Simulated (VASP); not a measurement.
Set up this calculation in VASP 6.6.1, as the native input.

```yaml
Task: single point
Functional: PBE
Potentials_or_basis: VASP PAW PBE potentials, release 64 (Be, Zn, O)
Cutoff: 600 eV
k_mesh: 4 × 4 × 4
Occupations: gaussian, width 0.2 eV
Spin: no spin polarisation
Dipole_correction: no
Further_INCAR_settings: ALGO = Normal; EDIFF = 1e-06; NBANDS = 37
```

The structure of BeZn4O lies in POSCAR:

```
BeZn4O
1.0
    4.9767809056      0.0000000029      0.0000000000
   -2.4883904554      4.3100186919      0.0000000000
    0.0000000000      0.0000000000      4.1159159567
Be Zn O
1 4 1
Direct
    0.0000000000      0.0000000000      0.0000000000
    0.3333333333      0.6666666667      0.0000000000
    0.6725716413      0.8362858206      0.5000000000
    0.1637141794      0.8362858206      0.5000000000
    0.1637141794      0.3274283587      0.5000000000
    0.6666666667      0.3333333333      0.0000000000
```

One way to write it, as run:

INCAR

```
SYSTEM = BeZn4O
PREC = Accurate
ENCUT = 600
EDIFF = 1E-6
ISMEAR = 0
SIGMA = 0.2
LREAL = .FALSE.
LASPH = .TRUE.
NELM = 120
ALGO = Normal
ISIF = 2
LWAVE = .FALSE.
LCHARG = .FALSE.
GGA = PE
NBANDS = 37
GGA_COMPAT = .FALSE.
```

KPOINTS

```
regular mesh
0
G
  4 4 4
  0 0 0
```

Potentials or basis: VASP PAW PBE potentials, release 64 (Be, Zn, O).

Launch:

```bash
$ cat potpaw_PBE.64/Be/POTCAR potpaw_PBE.64/Zn/POTCAR potpaw_PBE.64/O/POTCAR > POTCAR
$ mpirun -np 1 vasp_std > vasp.out
```

It gave:

- Pressure: 0.4 GPa
- Largest force: 0.007 eV/Å
- Band gap on the k mesh: zero (band 28 reaches 2.26 eV, above the bottom of band 29 at 1.48 eV)

Caveat: the k points lie up to 0.38 Å⁻¹ apart.

Wall time 36 s on 1 thread of AMD EPYC 9R45 96-Core Processor (Zen 5), with other jobs on the host, peak memory 0.21 GiB.
